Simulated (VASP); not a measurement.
A run of VASP 6.6.1 is set up as follows.

File INCAR:

```
PREC = Accurate ; ENCUT = 520
EDIFF = 1E-7 ; ISMEAR = -1
SIGMA = 0.1 ; LREAL = False
LASPH = True ; NELM = 60
ALGO = Normal ; ISIF = 2
LWAVE = False ; LCHARG = True
GGA = PS ; LELF = True
LVHAR = True ; NBANDS = 16
```

The input KPOINTS:

```
Automatic mesh
0
Gamma
  12 12 12
```

File POSCAR:

```
NbTe
1.0
    2.7219124192      0.0000000000      0.0000000000
    0.0000000000      2.7219124192      0.0000000000
    0.0000000000      0.0000000000      2.7219124192
Nb Te
1 1
Direct
    0.0000000000      0.0000000000      0.0000000000
    0.5000000000      0.5000000000      0.5000000000
```

Potentials or basis: VASP PAW PBE potentials, release 64 (Nb_sv, Te).

Run with:

```bash
$ cat potpaw_PBE.64/Nb_sv/POTCAR potpaw_PBE.64/Te/POTCAR > POTCAR
$ mpirun -np 1 vasp_std > vasp.out
```

What does it give for the pressure?

407.3 GPa.

Caveat: the PAW data sets were made with another functional, which shifts forces and pressure a little.
